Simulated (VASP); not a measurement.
# Sn (Fd-3m) in VASP: single point with PBEsol

Aim: the single point of Sn with PBEsol.

All numbers are computed with VASP 6.6.1; they aren't measurements. Logs are shortened: lines on timing, memory, paths and dates and some standing lists are left out, and cuts for length are marked.

### Step 1. The cell of the first run

Symmetry: Fd-3m, No. 227, cubic system. Conventional cell: a = 6.541 Å, b = 6.541 Å, c = 6.541 Å, α = 90.00°, β = 90.00°, γ = 90.00°. Sn (site symmetry -43m) has 4 Sn at 2.83 Å within 3.7 Å.

This isn't the form of Sn at room conditions, which is tetragonal (white tin).

### Step 2. Single point, PBEsol

INCAR reads:

```
SYSTEM = Sn
ALGO = Normal
EDIFF = 1E-6
ENCUT = 500
GGA = PS
GGA_COMPAT = .False.
ISIF = 2
ISMEAR = 0
LASPH = .True.
LCHARG = .True.
LELF = .True.
LREAL = .False.
LVHAR = .True.
LWAVE = .False.
NBANDS = 21
NELM = 120
PREC = Accurate
SIGMA = 0.1
```

KPOINTS reads:

```
k-points
0
Gamma
  12 12 12
  0 0 0
```

POSCAR reads:

```
Sn
1.0
    0.0000000000      3.2705270528      3.2705270528
    3.2705270528      0.0000000000      3.2705270528
    3.2705270528      3.2705270528      0.0000000000
Sn
2
Direct
    0.5000000000      0.5000000000      0.5000000000
    0.7500000000      0.7500000000      0.7500000000
```

Potentials or basis: VASP PAW PBE potentials, release 64 (Sn_d).

Run with:

```sh
> cat potpaw_PBE.64/Sn_d/POTCAR > POTCAR
> mpirun -np 1 vasp_std > vasp.out
```

OUTCAR:

```text
SYSTEM = Sn
   EDIFF = 1E-6
   ENCUT = 500
   GGA = PS
   ISIF = 2
   ISMEAR = 0
   LASPH = .True.
   LREAL = .False.
   NELM = 120
   PREC = Accurate

 ion  position               nearest neighbor table
   1  0.500  0.500  0.500-   2 2.83   2 2.83   2 2.83   2 2.83
   2  0.750  0.750  0.750-   1 2.83   1 2.83   1 2.83   1 2.83

  LATTYP: Found a face centered cubic cell.
 ALAT       =     6.5410541056

  Lattice vectors:

 A1 = (   0.0000000000,   3.2705270528,   3.2705270528)
 A2 = (   3.2705270528,   0.0000000000,   3.2705270528)
 A3 = (   3.2705270528,   3.2705270528,   0.0000000000)

Analysis of symmetry for initial positions (statically):
=====================================================================
 Subroutine PRICEL returns:
 Original cell was already a primitive cell.

 Routine SETGRP: Setting up the symmetry group for a
 face centered cubic supercell.

 Subroutine GETGRP returns: Found 48 space group operations
 (whereof 24 operations were pure point group operations)
 out of a pool of 48 trial point group operations.

The static configuration has the point symmetry T_d .
 The point group associated with its full space group is O_h .

Analysis of symmetry for dynamics (positions and initial velocities):
=====================================================================
 Subroutine PRICEL returns:
 Original cell was already a primitive cell.

 Routine SETGRP: Setting up the symmetry group for a
 face centered cubic supercell.

 Subroutine GETGRP returns: Found 48 space group operations
 (whereof 24 operations were pure point group operations)
 out of a pool of 48 trial point group operations.

The dynamic configuration has the point symmetry T_d .
 The point group associated with its full space group is O_h .

 Subroutine INISYM returns: Found 48 space group operations
 (whereof 24 operations are pure point group operations),
 and found     1 'primitive' translations

----------------------------------------------------------------------------------------

                                     Primitive cell

  volume of cell :      69.9654

  direct lattice vectors                    reciprocal lattice vectors
     0.000000000  3.270527053  3.270527053    -0.152880558  0.152880558  0.152880558
     3.270527053  0.000000000  3.270527053     0.152880558 -0.152880558  0.152880558
     3.270527053  3.270527053  0.000000000     0.152880558  0.152880558 -0.152880558

  length of vectors
     4.625223714  4.625223714  4.625223714     0.264796894  0.264796894  0.264796894
[... 74 lines left out ...]
   ICHARG =      2    charge: 1-file 2-atom 10-const
   ISPIN  =      1    spin polarized calculation?
   LNONCOLLINEAR =      F non collinear calculations
   LSORBIT =      F    spin-orbit coupling
   LASPH  =      T    aspherical Exc in radial PAW
   ENCUT  =  500.0 eV  36.75 Ry    6.06 a.u.   8.43  8.43  8.43*2*pi/ulx,y,z
   NELM   =    120;   NELMIN=  2; NELMDL= -5     # of ELM steps
   EDIFF  = 0.1E-05   stopping-criterion for ELM
   LREAL  =      F    real-space projection
   EDIFFG = 0.1E-04   stopping-criterion for IOM
   NSW    =      0    number of steps for IOM
   IBRION =     -1    ionic relax: 0-MD 1-quasi-New 2-CG
   NFREE  =      0    steps in history (QN), initial steepest desc. (CG)
   ISIF   =      2    stress and relaxation
   ISYM   =      2    0-nonsym 1-usesym 2-fastsym
   POTIM  = 0.5000    time-step for ionic-motion
   TEBEG  =    0.0;   TEEND  =   0.0 temperature during run
   PSTRESS=    0.0 pullay stress
   NELECT =      28.0000    total number of electrons
   NUPDOWN=      -1.0000    fix difference up-down
   EMIN   =  10.00;   EMAX   =-10.00  energy-range for DOS
   EFERMI =   0.00;   METHOD = LEGACY
   ISMEAR =     0;   SIGMA  =   0.10  broadening in eV -4-tet -1-fermi 0-gaus
   EFERMI_NEDOS =   21; number of points for ismear=-14 and -15
   IALGO  =     38    algorithm
   IMIX   =      4    mixing-type and parameters
     AMIX     =   0.40;   BMIX     =  1.00
     AMIX_MAG =   1.60;   BMIX_MAG =  1.00
  volume/ion in A,a.u.               =      34.98       236.07
  Fermi-wavevector in a.u.,A,eV,Ry     =   1.206423  2.279810 19.802701  1.455457
  Thomas-Fermi vector in A             =   2.342091
   LORBIT       =      0    0 simple, 1 ext, 2 COOP (PROOUT), +10 PAW based schemes
   GGA     = PS    functional components
   LHFCALC =     F    Hartree Fock is set to
   AEXX    =    0.0000 exact exchange contribution
   IVDW    =     0    specifies the selected vdW correction
   LEPSILON=     F    determine dielectric tensor
   LRPA    =     F    only Hartree local field effects (RPA)
 non-spin polarized calculation
 Gauss-broadening in eV      SIGMA  =   0.10
  energy-cutoff  :      500.00
  volume of cell :       69.97
 maximum number of plane-waves:      1807
 NGX is ok and might be reduce to    36
   NGX = 17   NGY = 17   NGZ = 17

 number of electron      27.9999986 magnetization

 Free energy of the ion-electron system (eV)
  ---------------------------------------------------
  ext. energy  EPLUGINS =         0.00000000
  ---------------------------------------------------
  free energy    TOTEN  =        -8.46558965 eV

  energy without entropy =       -8.46434725  energy(sigma->0) =       -8.46496845

 E-fermi :   5.2224     XC(G=0):  -8.9630

 val. band max:        5.1903566351   @ k =   0.0833   0.0000   0.0000
 cond. band min:       5.3056461863   @ k =   0.3333   0.0000   0.0000
 fundamental gap:      0.1152895512
 Fermi energy:         5.2223711078

 k-point     1 :       0.0000    0.0000    0.0000
  band No.  band energies     occupation
      1     -16.3135      2.00000
      2     -16.3135      2.00000
      3     -16.3135      2.00000
      4     -16.2563      2.00000
      5     -16.2563      2.00000
      6     -15.9637      2.00000
[... 565 lines left out ...]
     20      13.0000      0.00000
     21      13.1497      0.00000

 [... further k-points ...]
[... 5 lines left out ...]
  --------------------------------------------------------------------------------------
  -------------------------------------------------------------------------------------
  Total       -0.0314641     -0.0314641     -0.0314641      0.0000000      0.0000000     -0.0000000
  in kB       -0.7205146     -0.7205146     -0.7205146      0.0000000      0.0000000     -0.0000000
  external PRESSURE =      -0.7205146 kB  Pullay stress =       0.0000000 kB

 VOLUME and BASIS-vectors are now :
 -----------------------------------------------------------------------------
  energy-cutoff  :      500.00
  volume of cell :       69.97
      direct lattice vectors                 reciprocal lattice vectors
     0.000000000  3.270527053  3.270527053    -0.152880558  0.152880558  0.152880558
     3.270527053  0.000000000  3.270527053     0.152880558 -0.152880558  0.152880558
     3.270527053  3.270527053  0.000000000     0.152880558  0.152880558 -0.152880558

 POSITION                                       TOTAL-FORCE (eV/Angst)
 -----------------------------------------------------------------------------------
      3.27053      3.27053      3.27053        -0.000000      0.000000      0.000000
      4.90579      4.90579      4.90579         0.000000     -0.000000     -0.000000
 -----------------------------------------------------------------------------------
    total drift:                                0.000000      0.000000      0.000000

  FREE ENERGIE OF THE ION-ELECTRON SYSTEM (eV)
  ---------------------------------------------------
  free  energy   TOTEN  =        -8.4655896496 eV

  energy  without entropy=       -8.4643472544  energy(sigma->0) =       -8.46496845
```

stdout:

```text
POSCAR found type information on POSCAR Sn
 POSCAR found :  1 types and       2 ions
 scaLAPACK will be used
 -----------------------------------------------------------------------------
|                                                                             |
|                                                                             |
|     You enforced a specific xc type in the INCAR file but a different       |
|     I HOPE YOU KNOW WHAT YOU ARE DOING!                                     |
|                                                                             |
 -----------------------------------------------------------------------------

 LDA part: xc-table for (Slater+PW92), standard interpolation
 POSCAR, INCAR and KPOINTS ok, starting setup
 FFT: planning ... GRIDC
 FFT: planning ... GRID_SOFT
 FFT: planning ... GRID
 WAVECAR not read
 entering main loop
```

Wall time 1.8 min (1 thread of AMD EPYC 7R43 (Zen 3), shared host); peak memory 0.21 GiB.

What came out:

```
Free energy            : -8.4656 eV
Pressure               : -0.1 GPa
Band gap on the k mesh : zero (bands 14 and 15 overlap by 0.19 eV)
```

Caveat: the PAW data sets were made with another functional, which shifts forces and pressure a little; spin-orbit coupling is left out, which moves the levels of the heavy elements.
